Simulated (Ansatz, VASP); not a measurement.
# Ga in VASP and in Ansatz

```
Ga
1.0
     1.35534   -3.94597    0.00000
     1.35534    3.94597    0.00000
    -0.11510    0.00000    3.32993
Ga
2
Direct
  0.86900 0.13100 0.25000
  0.13100 0.86900 0.75000
```

Change from the starting cell: equal xx and yy strain of -2 %, crystal datasets.

Alike in both runs: task electric field gradients; functional PBE; k mesh 14 × 14 × 11; occupations fermi-dirac, width 0.03 eV; no spin polarisation.

```csv
,VASP,Ansatz
version,VASP 6.6.1,Ansatz 0.2.0
potentials or method,"VASP PAW PBE potentials, release 64 (Ga_d), cutoff 520 eV","all-electron PAW with datasets made for the crystal, scalar-relativistic"
```

Ansatz gave:

| Quantity | Value |
| --- | --- |
| pressure (GPa) | 4.4 |
| traceless stress, the component that is largest in VASP (GPa) | -1.09 |
| rms of the force components (eV/Å) | 0.101 |
| size of Vzz on the site where it differs most (V/Å²) | 29.8 |

**Question.** What did VASP give for the same quantities?

**Answer.** Pressure (GPa): 4.5; traceless stress, the component that is largest in VASP (GPa): -1.11; rms of the force components (eV/Å): 0.101; size of Vzz on the site where it differs most (V/Å²): 27.9.

Atom by atom the forces differ by 0.001 eV/Å (rms over components). Ansatz ran all-electron here, and VASP with PAW potentials.
